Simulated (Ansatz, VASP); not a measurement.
## CdF2 in VASP and in Ansatz

File INCAR:

```
PREC = Accurate
ENCUT = 520
EDIFF = 1E-6
ISMEAR = -1
SIGMA = 0.02
LREAL = F
LASPH = T
NELM = 60
ALGO = Normal
ISIF = 2
LWAVE = F
LCHARG = F
GGA = CA
NBANDS = 20
```

The input KPOINTS:

```
Automatic mesh
0
Gamma
  8 8 8
```

Contents of POSCAR:

```
CdF2
1.0
    0.0000000000      2.7029502319      2.7029502319
    2.7029502319      0.0000000000      2.7029502319
    2.7029502319      2.7029502319      0.0000000000
Cd F
1 2
Direct
    0.0000000000      0.0000000000      0.0000000000
    0.2500000000      0.2500000000      0.2500000000
    0.7500000000      0.7500000000      0.7500000000
```

Input for Ansatz:

```yaml
crystal:
  lattice:
    - [0.0, 2.7029502319, 2.7029502319]
    - [2.7029502319, 0.0, 2.7029502319]
    - [2.7029502319, 2.7029502319, 0.0]
  atoms:
    - { symbol: Cd, position: [0.0, 0.0, 0.0] }
    - { symbol: F, position: [0.25, 0.25, 0.25] }
    - { symbol: F, position: [0.75, 0.75, 0.75] }
kpoints:
  mp_grid: { grid: [8, 8, 8] }
  band_path:
    path:
      - [0.0, 0.0, 0.0]
      - [0.5, 0.0, 0.5]
      - [0.625, 0.25, 0.625]
      - [0.375, 0.375, 0.75]
      - [0.0, 0.0, 0.0]
      - [0.5, 0.5, 0.5]
      - [0.5, 0.25, 0.75]
      - [0.5, 0.0, 0.5]
    npoints: 5
scf:
  occupations: { method: fermi_dirac, width: 0.02 }
hamiltonian:
  xc: lda
  pseudopotentials: { kind: all_electron, lapw: { basis_error: 0.001 } }
output:
  forces: true
  stress: true
  eigenvalues: true
```

Change from the starting cell: volume scaled by 1.01.

Alike in both runs: task single point; functional LDA; k mesh 8 × 8 × 8; occupations fermi-dirac, width 0.02 eV; no spin polarisation.

|  | VASP | Ansatz |
| --- | --- | --- |
| version | VASP 6.6.1 | Ansatz 0.2.0 |
| potentials or method | VASP PAW LDA potentials, release 64 (Cd, F), cutoff 520 eV | all-electron LAPW, scalar-relativistic |

|  | VASP | Ansatz | Ansatz less VASP |
| --- | --- | --- | --- |
| gap on the k mesh at the Fermi level (eV) | 2.76 | 2.76 | -0.001 |
| pressure (GPa) | -5.7 | -6.6 | -0.90 |

LDA's correlation is that of Perdew and Zunger in VASP and of Perdew and Wang (1992) in Ansatz. Ansatz ran all-electron here, and VASP with PAW potentials.
